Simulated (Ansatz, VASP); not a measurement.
**Two plane-wave programs on SnSe2**

```
Sn Se
1.0
     3.75383    0.00000    0.00000
    -1.87692    3.25092    0.00000
     0.00000    0.00000    6.13700
Sn Se
1 2
Direct
  0.00000 0.00000 0.00000
  0.33333 0.66667 0.25000
  0.66667 0.33333 0.75000
```

Change from the starting cell: strain -0.015 along x and y, +0.000 along z, atoms carried along.

Alike in both runs: task single point; functional PBE; k mesh 12 × 12 × 6; occupations gaussian, width 0.05 eV; no spin polarisation.

|  | VASP | Ansatz |
| --- | --- | --- |
| version | VASP 6.6.1 | Ansatz 0.2.0 |
| potentials or method | VASP PAW PBE potentials, release 64 (Sn_d, Se), cutoff 520 eV | scalar-relativistic, plane waves, PAW |
| valence electrons in the cell | 26 | 46 |

Ansatz gave:

* gap on the k mesh at the Fermi level (eV): 0.80
* least direct gap on the mesh (eV): 1.35
* pressure (GPa): 7.9
* traceless stress, the component that is largest in VASP (GPa): 0.26
* rms of the force components (eV/Å): 0.450

Task: Which values does VASP return?

Result: gap on the k mesh at the Fermi level (eV): 0.79; least direct gap on the mesh (eV): 1.35; pressure (GPa): 8.0; traceless stress, the component that is largest in VASP (GPa): 0.27; rms of the force components (eV/Å): 0.459.

Atom by atom the forces differ by 0.009 eV/Å (rms over components). With one functional, cell and mesh, what is left measures potentials, basis and numerics. VASP's potentials hold 26 valence electrons a cell and Ansatz's 46, so a difference there can come from the potentials and not from the codes.
